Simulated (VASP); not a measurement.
# AlAs (F-43m) in VASP: notebook, part 2 of 2

VASP 6.6.1. Earlier steps stand in the parts before.

## 4. Relaxation of cell and atoms, PBE, target pressure 40 GPa, at which the enthalpy is minimised

This run uses another cell than the first one, of 23.50 Å³/atom.

The input, INCAR:

```
SYSTEM = AlAs
PREC = Accurate
ENCUT = 500
EDIFF = 1E-7
ISMEAR = 0
SIGMA = 0.01
LREAL = .FALSE.
LASPH = .TRUE.
NELM = 120
ALGO = Normal
ISIF = 3
LWAVE = .FALSE.
LCHARG = .FALSE.
GGA = PE
IBRION = 2
NSW = 80
EDIFFG = -0.001
PSTRESS = 400.0
GGA_COMPAT = .FALSE.
NELMIN = 4
```

The input, KPOINTS:

```
Automatic mesh
0
G
  8 8 8
  0 0 0
```

The input, POSCAR:

```
AlAs
1.0
    0.0000000000      2.8641712234      2.8641712234
    2.8641712234      0.0000000000      2.8641712234
    2.8641712234      2.8641712234      0.0000000000
Al As
1 1
Direct
    0.0000000000      0.0000000000      0.0000000000
    0.7500000000      0.7500000000      0.7500000000
```

Potentials or basis: VASP PAW PBE potentials, release 64 (Al, As).

Command:

```bash
$ cat potpaw_PBE.64/Al/POTCAR potpaw_PBE.64/As/POTCAR > POTCAR
$ mpirun -np 1 vasp_std > vasp.out
```

OUTCAR:

```text
SYSTEM = AlAs
   PREC = Accurate
   ENCUT = 500
   EDIFF = 1E-7
   ISMEAR = 0
   LREAL = .FALSE.
   LASPH = .TRUE.
   NELM = 120
   ISIF = 3
   GGA = PE
   IBRION = 2
   NSW = 80
   EDIFFG = -0.001
   PSTRESS = 400.0
   NELMIN = 4

 ion  position               nearest neighbor table
   1  0.000  0.000  0.000-   2 2.48   2 2.48   2 2.48   2 2.48
   2  0.750  0.750  0.750-   1 2.48   1 2.48   1 2.48   1 2.48

  LATTYP: Found a face centered cubic cell.
 ALAT       =     5.7283424468

  Lattice vectors:

 A1 = (   0.0000000000,   2.8641712234,   2.8641712234)
 A2 = (   2.8641712234,   0.0000000000,   2.8641712234)
 A3 = (   2.8641712234,   2.8641712234,   0.0000000000)

Analysis of symmetry for initial positions (statically):
=====================================================================
 Subroutine PRICEL returns:
 Original cell was already a primitive cell.

 Routine SETGRP: Setting up the symmetry group for a
 face centered cubic supercell.

 Subroutine GETGRP returns: Found 24 space group operations
 (whereof 24 operations were pure point group operations)
 out of a pool of 48 trial point group operations.

The static configuration has the point symmetry T_d .

Analysis of symmetry for dynamics (positions and initial velocities):
=====================================================================
 Subroutine PRICEL returns:
 Original cell was already a primitive cell.

 Routine SETGRP: Setting up the symmetry group for a
 face centered cubic supercell.

 Subroutine GETGRP returns: Found 24 space group operations
 (whereof 24 operations were pure point group operations)
 out of a pool of 48 trial point group operations.

The dynamic configuration has the point symmetry T_d .

 Subroutine INISYM returns: Found 24 space group operations
 (whereof 24 operations are pure point group operations),
 and found     1 'primitive' translations

----------------------------------------------------------------------------------------

                                     Primitive cell

  volume of cell :      46.9923

  direct lattice vectors                    reciprocal lattice vectors
     0.000000000  2.864171223  2.864171223    -0.174570569  0.174570569  0.174570569
     2.864171223  0.000000000  2.864171223     0.174570569 -0.174570569  0.174570569
     2.864171223  2.864171223  0.000000000     0.174570569  0.174570569 -0.174570569

  length of vectors
     4.050549789  4.050549789  4.050549789     0.302365095  0.302365095  0.302365095

  position of ions in fractional coordinates (direct lattice)
     0.000000000  0.000000000  0.000000000
     0.750000000  0.750000000  0.750000000

  ion indices of the primitive-cell ions
   primitive index   ion index
                 1           1
                 2           2

----------------------------------------------------------------------------------------

 KPOINTS: Automatic mesh

Automatic generation of k-mesh.
 Grid dimensions read from file:
 generate k-points for:    8    8    8

 Generating k-lattice:

  Cartesian coordinates                     Fractional coordinates (reciprocal lattice)
    -0.021821321  0.021821321  0.021821321     0.125000000  0.000000000  0.000000000
     0.021821321 -0.021821321  0.021821321     0.000000000  0.125000000  0.000000000
     0.021821321  0.021821321 -0.021821321     0.000000000  0.000000000  0.125000000

  Length of vectors
     0.037795637  0.037795637  0.037795637

  Shift w.r.t. Gamma in fractional coordinates (k-lattice)
     0.000000000  0.000000000  0.000000000

 Subroutine IBZKPT returns following result:
 ===========================================

 Found     29 irreducible k-points:

 Following reciprocal coordinates:
            Coordinates               Weight
  0.000000  0.000000  0.000000      1.000000
  0.125000  0.000000  0.000000      8.000000
  0.250000  0.000000  0.000000      8.000000
  0.375000  0.000000  0.000000      8.000000
  0.500000  0.000000  0.000000      4.000000
  0.125000  0.125000  0.000000      6.000000
[... 16 lines left out ...]
  0.500000  0.250000  0.125000     48.000000
 -0.375000  0.250000  0.125000     24.000000
 [... further k-points ...]
   k-points           NKPTS =     29   k-points in BZ     NKDIM =     29   number of bands    NBANDS=      8
   number of dos      NEDOS =    301   number of ions     NIONS =      2
   total plane-waves  NPLWV =  27000
   dimension x,y,z NGX =    30 NGY =   30 NGZ =   30
   dimension x,y,z NGXF=    60 NGYF=   60 NGZF=   60
   ions per type =               1   1
   NGX,Y,Z   is equivalent  to a cutoff of  12.31, 12.31, 12.31 a.u.
   NGXF,Y,Z  is equivalent  to a cutoff of  24.63, 24.63, 24.63 a.u.
 SYSTEM =  AlAs
   PREC   = accura    normal or accurate (medium, high low for compatibility)
   ISTART =      0    job   : 0-new  1-cont  2-samecut
   ICHARG =      2    charge: 1-file 2-atom 10-const
   ISPIN  =      1    spin polarized calculation?
   LNONCOLLINEAR =      F non collinear calculations
   LSORBIT =      F    spin-orbit coupling
   LASPH  =      T    aspherical Exc in radial PAW
   ENCUT  =  500.0 eV  36.75 Ry    6.06 a.u.   7.39  7.39  7.39*2*pi/ulx,y,z
   NELM   =    120;   NELMIN=  4; NELMDL= -5     # of ELM steps
   EDIFF  = 0.1E-06   stopping-criterion for ELM
   LREAL  =      F    real-space projection
   EDIFFG = -.1E-02   stopping-criterion for IOM
   NSW    =     80    number of steps for IOM
   IBRION =      2    ionic relax: 0-MD 1-quasi-New 2-CG
   NFREE  =      1    steps in history (QN), initial steepest desc. (CG)
   ISIF   =      3    stress and relaxation
   ISYM   =      2    0-nonsym 1-usesym 2-fastsym
   POTIM  = 0.5000    time-step for ionic-motion
   TEBEG  =    0.0;   TEEND  =   0.0 temperature during run
   PSTRESS=  400.0 pullay stress
   NELECT =       8.0000    total number of electrons
   NUPDOWN=      -1.0000    fix difference up-down
   EMIN   =  10.00;   EMAX   =-10.00  energy-range for DOS
   EFERMI =   0.00;   METHOD = LEGACY
   ISMEAR =     0;   SIGMA  =   0.01  broadening in eV -4-tet -1-fermi 0-gaus
   EFERMI_NEDOS =   21; number of points for ismear=-14 and -15
   IALGO  =     38    algorithm
   IMIX   =      4    mixing-type and parameters
     AMIX     =   0.40;   BMIX     =  1.00
     AMIX_MAG =   1.60;   BMIX_MAG =  1.00
  volume/ion in A,a.u.               =      23.50       158.56
  Fermi-wavevector in a.u.,A,eV,Ry     =   0.907324  1.714594 11.200823  0.823237
  Thomas-Fermi vector in A             =   2.031118
   LORBIT       =      0    0 simple, 1 ext, 2 COOP (PROOUT), +10 PAW based schemes
   GGA     = PE    functional components
   LHFCALC =     F    Hartree Fock is set to
   AEXX    =    0.0000 exact exchange contribution
   IVDW    =     0    specifies the selected vdW correction
   LEPSILON=     F    determine dielectric tensor
   LRPA    =     F    only Hartree local field effects (RPA)
 conjugate gradient relaxation of ions
 non-spin polarized calculation
 Gauss-broadening in eV      SIGMA  =   0.01
  energy-cutoff  :      500.00
  volume of cell :       46.99
 maximum number of plane-waves:      1243
 NGX is ok and might be reduce to    30
   NGX = 15   NGY = 15   NGZ = 15

--------------------------------------- Ionic step        1  -------------------------------------------

 number of electron       7.9999999 magnetization

 Free energy of the ion-electron system (eV)
  ---------------------------------------------------
  ext. energy  EPLUGINS =         0.00000000
  ---------------------------------------------------
  free energy    TOTEN  =        -9.38799637 eV

  energy without entropy =       -9.38799637  energy(sigma->0) =       -9.38799637

 E-fermi :   3.6832     XC(G=0):  -8.9036

 val. band max:        3.5920467099   @ k =   0.0000   0.0000   0.0000
 cond. band min:       5.0868216746   @ k =   0.5000   0.5000   0.0000
 fundamental gap:      1.4947749647
 Fermi energy:         3.6832497934
[... 919 lines left out ...]
  energy  without entropy=       -8.7458557247  energy(sigma->0) =       -8.74585572

  enthalpy is  TOTEN    =         0.5672748525 eV   P V=        9.3131305772

[... ionic steps 4 to 14 ...]

--------------------------------------- Ionic step       15  -------------------------------------------

 number of electron       8.0000000 magnetization

------------------------ aborting loop because EDIFF is reached ----------------------------------------
[... 71 lines left out ...]
--------------------------------------- Ionic step       17  -------------------------------------------

 number of electron       8.0000000 magnetization

 Free energy of the ion-electron system (eV)
  ---------------------------------------------------
  ext. energy  EPLUGINS =         0.00000000
  ---------------------------------------------------
  free energy    TOTEN  =        -8.18502709 eV

  energy without entropy =       -8.18502709  energy(sigma->0) =       -8.18502709

 E-fermi :   6.6038     XC(G=0): -10.1471

 val. band max:        6.5381670235   @ k =   0.0000   0.0000   0.0000
 cond. band min:       7.3608821372   @ k =   0.5000   0.5000   0.0000
 fundamental gap:      0.8227151137
 Fermi energy:         6.6038443804
[... 297 lines left out ...]
  energy  without entropy=       -8.1850270874  energy(sigma->0) =       -8.18502709

  enthalpy is  TOTEN    =         0.4367168593 eV   P V=        8.6217439467

 reached required accuracy - stopping structural energy minimisation
```

OSZICAR:

```text
N       E                     dE             d eps       ncg     rms          rms(c)
DAV:   1     0.126066165836E+02    0.12607E+02   -0.30264E+03   464   0.711E+02
DAV:   2    -0.908697269948E+01   -0.21694E+02   -0.21181E+02   648   0.888E+01
DAV:   3    -0.960043113272E+01   -0.51346E+00   -0.51346E+00   576   0.178E+01
[... 128 lines left out ...]
DAV:   2    -0.818503617451E+01    0.24521E-04   -0.38425E-05   528   0.390E-02    0.145E-02
DAV:   3    -0.818502785491E+01    0.83196E-05   -0.25059E-05   560   0.260E-02    0.610E-03
DAV:   4    -0.818502744225E+01    0.41266E-06   -0.50923E-07   504   0.536E-03    0.354E-03
DAV:   5    -0.818502713902E+01    0.30323E-06   -0.76274E-08   272   0.187E-03    0.132E-03
DAV:   6    -0.818502708739E+01    0.51623E-07   -0.86238E-09   232   0.795E-04
  17 F= 0.43671686E+00 E0= 0.43671686E+00  d E =-.409774E-03
```

CONTCAR:

```text
AlAs
   1.00000000000000
    -0.0000000000000000    2.5846708135013765    2.5846708135013761
     2.5846708135013761    0.0000000000000000    2.5846708135013761
     2.5846708135013761    2.5846708135013765    0.0000000000000000
  Al              As
     1     1
Direct
     0.0000000000000000    0.0000000000000000    0.0000000000000000
     0.7500000000000000    0.7500000000000000    0.7500000000000000

  0.00000000E+00  0.00000000E+00  0.00000000E+00
  0.00000000E+00  0.00000000E+00  0.00000000E+00
```

Wall time 2.8 min (1 thread of AMD EPYC 7R13, shared host); peak memory 0.18 GiB.

Results:

| Item | Value |
| --- | --- |
| Free energy | -8.1850 eV |
| Relaxed volume | 17.27 Å³/atom |
| Relaxed cell | a = 3.655 Å, b = 3.655 Å, c = 3.655 Å, α = 60.00°, β = 60.00°, γ = 60.00° |
| Space group after relaxing (to 0.1 Å) | F-43m (No. 216) |
| Energy change on relaxing (the run minimises the enthalpy) | +601.5 meV/atom |
| Ionic steps | 17 |
| Pressure after relaxing | 40.0 GPa |
| Band gap on the k mesh | 0.82 eV (least direct gap 3.67 eV) |

Step by step:
| step | energy change (eV) | largest force (eV/Å) | pressure (GPa) | volume (Å³) |
| --- | --- | --- | --- | --- |
| 1 | 0.0000 | 0.0000 | 0.15 | 46.99 |
| 2 | 19.4538 | 0.0000 | 466.85 | 17.40 |
| 3 | 0.6421 | 0.0000 | 25.69 | 37.30 |
| 4 | 0.9481 | 0.0000 | 33.69 | 35.64 |
| 5 | 1.2109 | 0.0000 | 40.19 | 34.50 |
| 6 | 1.1554 | 0.0000 | 38.84 | 34.73 |
| 7 | 1.1582 | 0.0000 | 38.91 | 34.72 |
| 8 | 1.1668 | 0.0000 | 39.12 | 34.68 |
| 9 | 1.1670 | 0.0000 | 39.12 | 34.68 |
| 10 | 1.1674 | 0.0000 | 39.13 | 34.68 |
| 11 | 1.1681 | 0.0000 | 39.15 | 34.67 |
| 12 | 1.1697 | 0.0000 | 39.19 | 34.67 |
| 13 | 1.1728 | 0.0000 | 39.27 | 34.66 |
| 14 | 1.1791 | 0.0000 | 39.42 | 34.63 |
| 15 | 1.1918 | 0.0000 | 39.73 | 34.58 |
| 16 | 1.2174 | 0.0000 | 40.35 | 34.48 |
| 17 | 1.2030 | 0.0000 | 40.00 | 34.53 |

Final structure:
```
Al As
1.0
     0.00000    2.58467    2.58467
     2.58467    0.00000    2.58467
     2.58467    2.58467    0.00000
Al As
1 1
Direct
  0.00000 0.00000 0.00000
  0.75000 0.75000 0.75000
```

Caveat: the cell is relaxed towards a set pressure, so the run minimises the enthalpy, not the energy; the volume moved by over 15 % at a fixed basis, so the end points are rough. A k mesh can miss the band edges.

## 5. Relaxation of cell and atoms, PBE, target pressure 40 GPa, at which the enthalpy is minimised

The input, INCAR:

```
  ALGO = Normal
  EDIFF = 1E-7
  EDIFFG = -0.001
  ENCUT = 500
  GGA = PE
  GGA_COMPAT = F
  IBRION = 2
  ISIF = 3
  ISMEAR = 0
  LASPH = T
  LCHARG = F
  LREAL = F
  LWAVE = F
  NELM = 120
  NELMIN = 4
  NSW = 80
  PREC = Accurate
  PSTRESS = 400.0
  SIGMA = 0.01
```

The input, KPOINTS:

```
k-points
0
Gamma
  10 10 10
```

The input, POSCAR:

```
AlAs
1.0
    0.0000000000      2.5819686037      2.5819686037
    2.5819686037      0.0000000000      2.5819686037
    2.5819686037      2.5819686037      0.0000000000
Al As
1 1
Direct
    0.0000000000      0.0000000000      0.0000000000
    0.7500000000      0.7500000000      0.7500000000
```

Command:

```bash
$ cat potpaw_PBE.64/Al/POTCAR potpaw_PBE.64/As/POTCAR > POTCAR
$ mpirun -np 1 vasp_std > vasp.out
```

Wall time 50 s (1 thread of AMD EPYC 7R13, shared host); peak memory 0.16 GiB.

Results (log left out):

* Free energy: -8.1855 eV
* Relaxed volume: 17.27 Å³/atom
* Relaxed cell: a = 3.655 Å, b = 3.655 Å, c = 3.655 Å, α = 60.00°, β = 60.00°, γ = 60.00°
* Space group after relaxing (to 0.1 Å): F-43m (No. 216)
* Energy change on relaxing (the run minimises the enthalpy): -13.2 meV/atom
* Ionic steps: 3
* Pressure after relaxing: 40.0 GPa
* Band gap on the k mesh: 0.82 eV (least direct gap 3.67 eV)

The path:
```tsv
step	energy change (eV)	largest force (eV/Å)	pressure (GPa)	volume (Å³)
1	0.0000	0.0000	40.65	34.43
2	-0.0861	0.0000	38.55	34.77
3	-0.0263	0.0000	40.01	34.53
```

Final structure:
```yaml
crystal:
  lattice:
    - [0.00000, 2.58458, 2.58458]
    - [2.58458, 0.00000, 2.58458]
    - [2.58458, 2.58458, 0.00000]
  atoms:
    - { symbol: Al, position: [0.00000, 0.00000, 0.00000] }
    - { symbol: As, position: [0.75000, 0.75000, 0.75000] }
```

Levels at points of the mesh, in eV from the valence-band top:
```csv
k point,band 2,band 3,band 4,band 5,band 6,band 7
"(0.00, 0.00, 0.00)",0.00,0.00,0.00,4.37,4.77,4.77
"(0.50, 0.00, 0.00)",-6.99,-1.02,-1.02,3.24,4.80,4.80
"(0.50, 0.50, 0.00)",-6.54,-2.85,-2.85,0.82,2.21,12.40
```

Caveat: the cell is relaxed towards a set pressure, so the run minimises the enthalpy, not the energy.

## 6. The runs side by side

| task | cell | k mesh | gap on the mesh (eV) | pressure (GPa) |
| --- | --- | --- | --- | --- |
| single point | a = 3.651 Å, angles 60.0°, 2 atoms | 8 × 8 × 8 | 0.81 | 40.7 |
| single point | a = 3.651 Å, angles 60.0°, 2 atoms | 10 × 10 × 10 | 0.81 | 40.6 |
| relaxation of cell and atoms | relaxed to 40 GPa from a = 4.051 Å, angles 60.0°, 2 atoms | 8 × 8 × 8 | 0.82 | 40.0 |
| relaxation of cell and atoms | relaxed to 40 GPa from a = 3.651 Å, angles 60.0°, 2 atoms | 10 × 10 × 10 | 0.82 | 40.0 |

Alike in all rows: level PBE; potentials or basis VASP PAW PBE potentials, release 64 (Al, As); no spin polarisation; cutoff (eV) 500; smearing gaussian 0.01 eV.

Caveats: the cell stands under pressure (at least some runs); the cell is relaxed towards a set pressure, so the run minimises the enthalpy, not the energy (at least some runs); the volume moved by over 15 % at a fixed basis, so the end points are rough (at least some runs).

Total energies depend on the potentials used, so only differences within one code and one set of settings carry meaning.
